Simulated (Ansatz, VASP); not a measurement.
## Ba3TaGa3Si2O14: VASP beside Ansatz

```xyz
23
Lattice="8.5150 0.0000 0.0000 -4.2575 7.3742 0.0000 0.0000 0.0000 5.1920" Properties=species:S:1:pos:R:3 pbc="T T T"
Ba    3.6786    0.0000    0.0000
Ba   -1.8393    3.1857    0.0000
Ba    2.4182    4.1885    0.0000
Ta    0.0000    0.0000    0.0000
Ga    6.3490    0.0000    2.5960
Ga   -3.1745    5.4984    2.5960
Ga    1.0830    1.8758    2.5960
Si    0.0000    4.9161    2.4812
Si    4.2575    2.4581    2.7108
O     0.0000    4.9161    4.0845
O     4.2575    2.4581    1.1075
O     2.7638    2.1973    3.3833
O     5.2302    1.2949    3.3833
O     4.7785    3.8820    3.3833
O     0.5210    3.4922    1.8087
O    -1.4937    5.1769    1.8087
O     0.9727    6.0793    1.8087
O     1.4199    0.7651    1.1737
O     7.1425    0.8472    1.1737
O     4.2101    5.7620    1.1737
O    -0.0474    1.6122    4.0183
O    -2.8376    6.6091    4.0183
O     2.8850    6.5270    4.0183
```

Alike in both runs: functional PBE; k mesh 3 × 3 × 4; occupations fermi-dirac, width 0.02 eV; no spin polarisation.

Ansatz relaxed the structure, and its values are those at the end. VASP's run is a single point on that final structure, the one shown.

```csv
,VASP,Ansatz
version,VASP 6.6.1,Ansatz 0.2.0
potentials or method,"VASP PAW PBE potentials, release 64 (Ba_sv, Ta_pv, Ga_d, Si, O)","plane-wave PAW, scalar-relativistic"
plane-wave cutoff (eV),520,420
valence electrons in the cell,172,174
```

```tsv
	VASP	Ansatz	Ansatz less VASP
gap on the k mesh at the Fermi level (eV)	3.87	3.90	+0.028
pressure (GPa)	4.4	3.5	-0.93
rms of the force components (eV/Å)	0.023	0.002	-0.0209
```

VASP's potentials hold 172 valence electrons a cell and Ansatz's 174, so a difference there can come from the potentials and not from the codes. Ansatz's warnings: stress scf threshold loose.

Neither program's run includes spin-orbit coupling.
